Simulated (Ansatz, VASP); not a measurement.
## Two plane-wave programs on HfO2

```
Hf O
1.0
     0.00000    2.55750    2.55750
     2.55750    0.00000    2.55750
     2.55750    2.55750    0.00000
Hf O
1 2
Cartesian
  0.0000 0.0000 0.0000
  3.8363 3.8363 3.8363
  1.2788 1.2788 1.2788
```

Alike in both runs: task relaxation of cell and atoms; functional r2SCAN; k mesh 9 × 9 × 9; occupations fermi-dirac, width 0.05 eV; no spin polarisation; Hubbard terms Hf d U = 1.0 eV.

|  | VASP | Ansatz |
| --- | --- | --- |
| version | VASP 6.6.1 | Ansatz 0.2.0 |
| potentials or method | VASP PAW PBE potentials, release 64 (Hf_pv, O) | Ansatz PAW |
| plane-wave cutoff (eV) | 600 | 500 |
| valence electrons in the cell | 22 | 38 |

```csv
,VASP,Ansatz,Ansatz less VASP
"gap on the k mesh at the Fermi level, each at its own relaxed structure (eV)",4.58,4.58,-0.008
relaxed volume (Å³/atom),10.73,10.84,+0.116
relaxed cell length with the largest relative difference (Å),3.570,3.583,+0.0128
```

VASP's potentials were made for PBE, not for r2SCAN. The programs project onto different local orbitals, so the same U acts differently, and such runs can settle in different states. VASP's potentials hold 22 valence electrons a cell and Ansatz's 38, so a difference there can come from the potentials and not from the codes.

Spin-orbit coupling is off throughout. Noted on Ansatz's run: odd divisions of the mesh miss points on the zone boundary, where band edges often lie, so the gap on the mesh can be too wide; the plane-wave basis is chosen anew once the cell has moved, so the energies of steps on either side of that aren't comparable.
